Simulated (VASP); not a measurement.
# Pb (Fm-3m) in VASP: density of states with LDA

Aim: the density of states of Pb with LDA.

Program: VASP 6.6.1. These are calculated values, not measurements. Logs are shortened: lines on timing, memory, paths and dates and some standing lists are left out, and cuts for length are marked.

## 1. The cell of the first run

It takes space group Fm-3m (No. 225, cubic). Conventional cell: a = 4.880 Å, b = 4.880 Å, c = 4.880 Å, α = 90.00°, β = 90.00°, γ = 90.00°. Within 4.5 Å of Pb (site symmetry m-3m) lie 12 Pb at 3.45 Å.

## 2. Density of states, LDA

POSCAR reads:

```
Pb
1.0
    0.0000000000      2.4397557272      2.4397557272
    2.4397557272      0.0000000000      2.4397557272
    2.4397557272      2.4397557272      0.0000000000
Pb
1
Direct
    0.0000000000      0.0000000000      0.0000000000
```

INCAR.step1 reads:

```
  PREC = Accurate
  ENCUT = 520
  EDIFF = 1E-6
  ISMEAR = 0
  SIGMA = 0.05
  LREAL = False
  LASPH = True
  NELM = 100
  ALGO = Normal
  ISIF = 2
  LWAVE = False
  LCHARG = True
  GGA = CA
  NBANDS = 13
```

KPOINTS.step1 reads:

```
regular mesh
0
Gamma
  14 14 14
```

INCAR.step2 reads:

```
  PREC = Accurate
  ENCUT = 520
  EDIFF = 1E-6
  ISMEAR = -5
  SIGMA = 0.05
  LREAL = False
  LASPH = True
  NELM = 100
  ALGO = Normal
  ISIF = 2
  LWAVE = False
  LCHARG = False
  GGA = CA
  LORBIT = 11
  NBANDS = 13
  NEDOS = 1001
  ICHARG = 11
```

KPOINTS.step2 reads:

```
regular mesh
0
Gamma
  21 21 21
```

Potentials or basis: VASP PAW LDA potentials, release 64 (Pb_d).

Started as:

```
cat potpaw_LDA.64/Pb_d/POTCAR > POTCAR
cp INCAR.step1 INCAR
cp KPOINTS.step1 KPOINTS
mpirun -np 1 vasp_std > vasp.out
cp INCAR.step2 INCAR
cp KPOINTS.step2 KPOINTS
mpirun -np 1 vasp_std > vasp.out
```

OUTCAR:

```text
PREC = Accurate
   ENCUT = 520
   EDIFF = 1E-6
   ISMEAR = -5
   LREAL = False
   LASPH = True
   NELM = 100
   ISIF = 2
   GGA = CA
   LORBIT = 11
   ICHARG = 11

 ion  position               nearest neighbor table
   1  0.000  0.000  0.000-

  LATTYP: Found a face centered cubic cell.
 ALAT       =     4.8795114544

  Lattice vectors:

 A1 = (   0.0000000000,   2.4397557272,   2.4397557272)
 A2 = (   2.4397557272,   0.0000000000,   2.4397557272)
 A3 = (   2.4397557272,   2.4397557272,   0.0000000000)

Analysis of symmetry for initial positions (statically):
=====================================================================
 Subroutine PRICEL returns:
 Original cell was already a primitive cell.

 Routine SETGRP: Setting up the symmetry group for a
 face centered cubic supercell.

 Subroutine GETGRP returns: Found 48 space group operations
 (whereof 48 operations were pure point group operations)
 out of a pool of 48 trial point group operations.

The static configuration has the point symmetry O_h .

Analysis of symmetry for dynamics (positions and initial velocities):
=====================================================================
 Subroutine PRICEL returns:
 Original cell was already a primitive cell.

 Routine SETGRP: Setting up the symmetry group for a
 face centered cubic supercell.

 Subroutine GETGRP returns: Found 48 space group operations
 (whereof 48 operations were pure point group operations)
 out of a pool of 48 trial point group operations.

The dynamic configuration has the point symmetry O_h .

 Subroutine INISYM returns: Found 48 space group operations
 (whereof 48 operations are pure point group operations),
 and found     1 'primitive' translations

----------------------------------------------------------------------------------------

                                     Primitive cell

  volume of cell :      29.0448

  direct lattice vectors                    reciprocal lattice vectors
     0.000000000  2.439755727  2.439755727    -0.204938550  0.204938550  0.204938550
     2.439755727  0.000000000  2.439755727     0.204938550 -0.204938550  0.204938550
     2.439755727  2.439755727  0.000000000     0.204938550  0.204938550 -0.204938550

  length of vectors
     3.450335638  3.450335638  3.450335638     0.354963980  0.354963980  0.354963980

  position of ions in fractional coordinates (direct lattice)
     0.000000000  0.000000000  0.000000000

  ion indices of the primitive-cell ions
   primitive index   ion index
                 1           1

----------------------------------------------------------------------------------------

 KPOINTS: regular mesh

Automatic generation of k-mesh.
 Grid dimensions read from file:
 generate k-points for:   21   21   21

 Generating k-lattice:

  Cartesian coordinates                     Fractional coordinates (reciprocal lattice)
    -0.009758979  0.009758979  0.009758979     0.047619048  0.000000000  0.000000000
     0.009758979 -0.009758979  0.009758979     0.000000000  0.047619048  0.000000000
     0.009758979  0.009758979 -0.009758979     0.000000000  0.000000000  0.047619048

  Length of vectors
     0.016903047  0.016903047  0.016903047

  Shift w.r.t. Gamma in fractional coordinates (k-lattice)
     0.000000000  0.000000000  0.000000000

 TETIRR: Found   1276 inequivalent tetrahedra from    55566

 Subroutine IBZKPT returns following result:
 ===========================================

 Found    286 irreducible k-points:

 Following reciprocal coordinates:
            Coordinates               Weight
  0.000000  0.000000  0.000000      1.000000
  0.047619  0.000000  0.000000      8.000000
  0.095238  0.000000  0.000000      8.000000
  0.142857  0.000000  0.000000      8.000000
  0.190476  0.000000  0.000000      8.000000
  0.238095  0.000000  0.000000      8.000000
[... 16 lines left out ...]
 -0.428571  0.047619  0.000000     24.000000
 -0.380952  0.047619  0.000000     24.000000
 [... further k-points ...]
   k-points           NKPTS =    286   k-points in BZ     NKDIM =    286   number of bands    NBANDS=     13
   number of dos      NEDOS =   1001   number of ions     NIONS =      1
   total plane-waves  NPLWV =  21952
   dimension x,y,z NGX =    28 NGY =   28 NGZ =   28
   dimension x,y,z NGXF=    56 NGYF=   56 NGZF=   56
   ions per type =               1
   NGX,Y,Z   is equivalent  to a cutoff of  13.49, 13.49, 13.49 a.u.
   NGXF,Y,Z  is equivalent  to a cutoff of  26.98, 26.98, 26.98 a.u.
 SYSTEM =  unknown system
   PREC   = accura    normal or accurate (medium, high low for compatibility)
   ISTART =      0    job   : 0-new  1-cont  2-samecut
   ICHARG =     11    charge: 1-file 2-atom 10-const
   ISPIN  =      1    spin polarized calculation?
   LNONCOLLINEAR =      F non collinear calculations
   LSORBIT =      F    spin-orbit coupling
   LASPH  =      T    aspherical Exc in radial PAW
   ENCUT  =  520.0 eV  38.22 Ry    6.18 a.u.   6.42  6.42  6.42*2*pi/ulx,y,z
   NELM   =    100;   NELMIN=  2; NELMDL=  0     # of ELM steps
   EDIFF  = 0.1E-05   stopping-criterion for ELM
   LREAL  =      F    real-space projection
   EDIFFG = 0.1E-04   stopping-criterion for IOM
   NSW    =      0    number of steps for IOM
   IBRION =     -1    ionic relax: 0-MD 1-quasi-New 2-CG
   NFREE  =      0    steps in history (QN), initial steepest desc. (CG)
   ISIF   =      2    stress and relaxation
   ISYM   =      2    0-nonsym 1-usesym 2-fastsym
   POTIM  = 0.5000    time-step for ionic-motion
   TEBEG  =    0.0;   TEEND  =   0.0 temperature during run
   PSTRESS=    0.0 pullay stress
   NELECT =      14.0000    total number of electrons
   NUPDOWN=      -1.0000    fix difference up-down
   EMIN   =  10.00;   EMAX   =-10.00  energy-range for DOS
   EFERMI =   0.00;   METHOD = LEGACY
   ISMEAR =    -5;   SIGMA  =   0.05  broadening in eV -4-tet -1-fermi 0-gaus
   EFERMI_NEDOS =   21; number of points for ismear=-14 and -15
   IALGO  =     38    algorithm
   IMIX   =      4    mixing-type and parameters
     AMIX     =   0.40;   BMIX     =  1.00
     AMIX_MAG =   1.60;   BMIX_MAG =  1.00
  volume/ion in A,a.u.               =      29.04       196.00
  Fermi-wavevector in a.u.,A,eV,Ry     =   1.283594  2.425642 22.417159  1.647615
  Thomas-Fermi vector in A             =   2.415838
   LORBIT       =     11    0 simple, 1 ext, 2 COOP (PROOUT), +10 PAW based schemes
   GGA     = CA    functional components
   LHFCALC =     F    Hartree Fock is set to
   AEXX    =    0.0000 exact exchange contribution
   IVDW    =     0    specifies the selected vdW correction
   LEPSILON=     F    determine dielectric tensor
   LRPA    =     F    only Hartree local field effects (RPA)
 non-spin polarized calculation
 Fermi weights with tetrahedron method with Bloechl corrections
  energy-cutoff  :      520.00
  volume of cell :       29.04
 maximum number of plane-waves:       801
 NGX is ok and might be reduce to    28

 number of electron      13.9999999 magnetization

 Free energy of the ion-electron system (eV)
  ---------------------------------------------------
  ext. energy  EPLUGINS =         0.00000000
  ---------------------------------------------------
  free energy    TOTEN  =        -4.25417091 eV

  energy without entropy =       -4.25417091  energy(sigma->0) =       -4.25417091

 E-fermi :   7.5535     XC(G=0): -10.6624

 val. band max:        7.5838071130   @ k =  -0.3810   0.3333   0.1429
 cond. band min:       7.5176763861   @ k =  -0.4762   0.3333   0.0000
 fundamental gap:     -0.0661307270
 Fermi energy:         7.5534906392

 k-point     1 :       0.0000    0.0000    0.0000
  band No.  band energies     occupation
      1      -9.5399      2.00000
      2      -9.5399      2.00000
      3      -9.5399      2.00000
      4      -9.3765      2.00000
      5      -9.3765      2.00000
      6      -4.5625      2.00000
      7      15.1961      0.00000
      8      15.1961      0.00000
      9      15.1961      0.00000
     10      17.3518      0.00000
     11      19.5246      0.00000
     12      20.3416      0.00000
     13      20.3416      0.00000

 k-point     2 :       0.0476    0.0000    0.0000
  band No.  band energies     occupation
      1      -9.5401      2.00000
      2      -9.5361      2.00000
      3      -9.5361      2.00000
      4      -9.3769      2.00000
      5      -9.3769      2.00000
      6      -4.5169      2.00000
      7      14.5948      0.00000
      8      15.1379      0.00000
      9      15.1379      0.00000
     10      17.2394      0.00000
     11      19.7831      0.00000
     12      20.4432      0.00000
     13      20.4432      0.00000

 k-point     3 :       0.0952    0.0000    0.0000
  band No.  band energies     occupation
      1      -9.5408      2.00000
      2      -9.5256      2.00000
      3      -9.5256      2.00000
      4      -9.3772      2.00000
      5      -9.3772      2.00000
      6      -4.3800      2.00000
      7      13.2714      0.00000
      8      14.9764      0.00000
      9      14.9764      0.00000
     10      17.0805      0.00000
     11      20.1901      0.00000
     12      20.7318      0.00000
     13      20.7318      0.00000

 k-point     4 :       0.1429    0.0000    0.0000
  band No.  band energies     occupation
      1      -9.5425      2.00000
      2      -9.5121      2.00000
      3      -9.5121      2.00000
      4      -9.3745      2.00000
      5      -9.3745      2.00000
      6      -4.1512      2.00000
      7      11.7426      0.00000
      8      14.7422      0.00000
      9      14.7422      0.00000
     10      16.9400      0.00000
     11      20.5304      0.00000
     12      21.0997      0.00000
     13      21.1031      0.00000

 k-point     5 :       0.1905    0.0000    0.0000
  band No.  band energies     occupation
      1      -9.5459      2.00000
      2      -9.5015      2.00000
      3      -9.5015      2.00000
      4      -9.3642      2.00000
      5      -9.3642      2.00000
      6      -3.8308      2.00000
      7      10.1925      0.00000
      8      14.4687      0.00000
      9      14.4687      0.00000
     10      16.8245      0.00000
     11      20.0416      0.00000
     12      20.7389      0.00000
     13      20.7390      0.00000
[... 257 lines left out ...]
 k-point    22 :      -0.4762    0.0476    0.0000
  band No.  band energies     occupation
      1      -9.5764      2.00000
      2      -9.5280      2.00000
      3      -9.5209      2.00000
      4      -9.2290      2.00000
      5      -9.2252      2.00000
      6      -0.6629      2.00000
      7       3.1447      2.00000
      8      12.7964      0.00000
      9      13.1701      0.00000
     10      16.5770      0.00000
     11      17.7915      0.00000
     12      19.1570      0.00000
     13      19.5223      0.00000

 k-point    23 :      -0.4286    0.0476    0.0000
  band No.  band energies     occupation
      1      -9.5744      2.00000
      2      -9.5251      2.00000
      3      -9.5194      2.00000
      4      -9.2378      2.00000
      5      -9.2311      2.00000
      6      -0.9574      2.00000
      7       3.5674      2.00000
      8      12.7328      0.00000
      9      13.3368      0.00000
     10      16.6543      0.00000
     11      17.7734      0.00000
     12      19.1076      0.00000
     13      19.6950      0.00000

 k-point    24 :      -0.3810    0.0476    0.0000
  band No.  band energies     occupation
      1      -9.5701      2.00000
      2      -9.5191      2.00000
      3      -9.5146      2.00000
      4      -9.2602      2.00000
      5      -9.2436      2.00000
      6      -1.5080      2.00000
      7       4.4373      2.00000
      8      12.7430      0.00000
      9      13.5713      0.00000
     10      16.7540      0.00000
     11      17.8514      0.00000
     12      19.1381      0.00000
     13      19.9517      0.00000

 [... further k-points ...]
[... 5 lines left out ...]
  --------------------------------------------------------------------------------------
  -------------------------------------------------------------------------------------
  Total        0.0303025      0.0303025      0.0303025      0.0000000      0.0000000      0.0000000
  in kB        1.6715542      1.6715542      1.6715542      0.0000000      0.0000000      0.0000000
  external PRESSURE =       1.6715542 kB  Pullay stress =       0.0000000 kB

 VOLUME and BASIS-vectors are now :
 -----------------------------------------------------------------------------
  energy-cutoff  :      520.00
  volume of cell :       29.04
      direct lattice vectors                 reciprocal lattice vectors
     0.000000000  2.439755727  2.439755727    -0.204938550  0.204938550  0.204938550
     2.439755727  0.000000000  2.439755727     0.204938550 -0.204938550  0.204938550
     2.439755727  2.439755727  0.000000000     0.204938550  0.204938550 -0.204938550

 POSITION                                       TOTAL-FORCE (eV/Angst)
 -----------------------------------------------------------------------------------
      0.00000      0.00000      0.00000         0.000000      0.000000      0.000000
 -----------------------------------------------------------------------------------
    total drift:                               -0.000000     -0.000000      0.000000

  FREE ENERGIE OF THE ION-ELECTRON SYSTEM (eV)
  ---------------------------------------------------
  free  energy   TOTEN  =        -4.2541709111 eV

  energy  without entropy=       -4.2541709111  energy(sigma->0) =       -4.25417091

 total charge

# of ion       s       p       d       tot
------------------------------------------
    1        1.403   0.774   9.808  11.985
```

Wall time 3.4 min (1 thread of AMD EPYC 7R13, shared host); peak memory 0.18 GiB.

What came out:

```
Valence electrons inside the program's atomic spheres : Pb 11.98
```

Caveat: spin-orbit coupling is left out, which moves the levels of the heavy elements; tetrahedron occupations give inexact forces and stress in metals.
